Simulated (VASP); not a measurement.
Input of a VASP 6.6.1 run:

File INCAR:

```
PREC = Accurate
ENCUT = 520
EDIFF = 1E-6
ISMEAR = 0
SIGMA = 0.1
LREAL = False
LASPH = True
NELM = 60
ALGO = Normal
ISIF = 2
LWAVE = False
LCHARG = False
GGA = PE
NBANDS = 32
```

KPOINTS

```
Automatic mesh
0
Gamma
  10 10 4
```

Contents of POSCAR:

```
BiTe5
1.0
    3.9019508607      0.0000000000      0.0000000000
    0.0000000000      3.9019508607      0.0000000000
    0.0000000000      0.0000000000     11.5999295349
Bi Te
1 5
Direct
    0.5000000000      0.5000000000      0.0000000000
    0.5000000000      0.5000000000      0.3439340334
    0.5000000000      0.5000000000      0.6560659666
    0.0000000000      0.0000000000      0.1619542711
    0.0000000000      0.0000000000      0.8380457289
    0.0000000000      0.0000000000      0.5000000000
```

Potentials or basis: VASP PAW PBE potentials, release 64 (Bi_d, Te).

The run is started by

```console
$ cat potpaw_PBE.64/Bi_d/POTCAR potpaw_PBE.64/Te/POTCAR > POTCAR
$ mpirun -np 1 vasp_std > vasp.out
```

Estimate the band gap on the k mesh.

zero (an odd number of electrons rules out a gap without spin polarisation).

Estimate the pressure.

-0.1 GPa.

What does it give for the largest force?

0.005 eV/Å.

Forces in eV/Å, atoms in the order of the input:
```
Bi   0.000  0.000  0.000
Te   0.000  0.000  0.002
Te   0.000  0.000 -0.002
Te   0.000  0.000  0.005
Te   0.000  0.000 -0.005
Te   0.000  0.000  0.000
```

Caveat: spin-orbit coupling is left out, which moves the levels of the heavy elements.
